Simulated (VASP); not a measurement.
Crystal: KRb2RhF6.

```
K Rb Rh F
1.0
     0.00000    4.53951    4.53951
     4.53951    0.00000    4.53951
     4.53951    4.53951    0.00000
K Rb Rh F
1 2 1 6
Direct
  0.50000 0.50000 0.50000
  0.25000 0.25000 0.25000
  0.75000 0.75000 0.75000
  0.00000 0.00000 0.00000
  0.77761 0.22239 0.22239
  0.22239 0.77761 0.22239
  0.22239 0.77761 0.77761
  0.77761 0.22239 0.77761
  0.22239 0.22239 0.77761
  0.77761 0.77761 0.22239
```

| Property | Result |
| --- | --- |
| Program | VASP 6.6.1 |
| Task | relaxation of the atoms |
| Functional | r2SCAN |
| Potentials or basis | VASP PAW PBE potentials, release 64 (K_sv, Rb_sv, Rh_pv, F) |
| Cutoff | 580 eV |
| k mesh | 6 × 6 × 6 |
| Occupations | fermi-dirac, width 0.02 eV |
| Spin | no spin polarisation |

At the start: pressure -3.2 GPa; volume 18.71 Å³/atom.

Task: Where does the relaxation end?

Result: Over 3 steps the energy falls by 2.9 meV/atom; space group Fm-3m (No. 225, to 0.1 Å) before and after.

Step by step:
```csv
step,energy change (eV),largest force (eV/Å),pressure (GPa)
1,0.0000,0.4235,-3.16
2,-0.0287,0.0391,-2.29
3,-0.0289,0.0002,-2.19
```

Final structure:
```yaml
crystal:
  lattice:
    - [0.00000, 4.53951, 4.53951]
    - [4.53951, 0.00000, 4.53951]
    - [4.53951, 4.53951, 0.00000]
  atoms:
    - { symbol: K, position: [0.50000, 0.50000, 0.50000] }
    - { symbol: Rb, position: [0.25000, 0.25000, 0.25000] }
    - { symbol: Rb, position: [0.75000, 0.75000, 0.75000] }
    - { symbol: Rh, position: [0.00000, 0.00000, 0.00000] }
    - { symbol: F, position: [0.78007, 0.21993, 0.21993] }
    - { symbol: F, position: [0.21993, 0.78007, 0.21993] }
    - { symbol: F, position: [0.21993, 0.78007, 0.78007] }
    - { symbol: F, position: [0.78007, 0.21993, 0.78007] }
    - { symbol: F, position: [0.21993, 0.21993, 0.78007] }
    - { symbol: F, position: [0.78007, 0.78007, 0.21993] }
```

Caveat: the PAW data sets were made with another functional, which shifts forces and pressure a little.
